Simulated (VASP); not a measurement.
The system is HfO2.

```
Hf O
1.0
     3.57669    0.00000    0.00000
     0.00000    3.57669    0.00000
     0.00000    0.00000    5.20222
Hf O
2 4
Direct
  0.50000 0.50000 0.50000
  0.00000 0.00000 0.00000
  0.00000 0.50000 0.69621
  0.50000 0.00000 0.80379
  0.50000 0.00000 0.30379
  0.00000 0.50000 0.19621
```

Base run:

```yaml
Program: VASP 6.6.1
Functional: PBE
Potentials_or_basis: VASP PAW PBE potentials, release 64 (Hf_pv, O)
Cutoff: 520 eV
k_mesh: 8 × 8 × 6
Occupations: gaussian, width 0.01 eV
Spin: no spin polarisation
```

Its results: band gap on the k mesh 4.71 eV (least direct gap 4.78 eV); pressure 2.5 GPa; largest force 0.033 eV/Å.

Question: The run is repeated on the same cell with these changes: functional from PBE to r2SCAN; k mesh from 8 × 8 × 6 to 6 × 6 × 4. What comes out?

Answer: Band gap on the k mesh 5.24 eV (least direct gap 5.32 eV); pressure -3.5 GPa; largest force 0.068 eV/Å.

Several settings changed at once.

Caveats: spin-orbit coupling is left out, which moves the levels of the heavy elements; the cell stands under tension (at least some runs); the PAW data sets were made with another functional, which shifts forces and pressure a little (at least some runs).

A k mesh can miss the band edges.
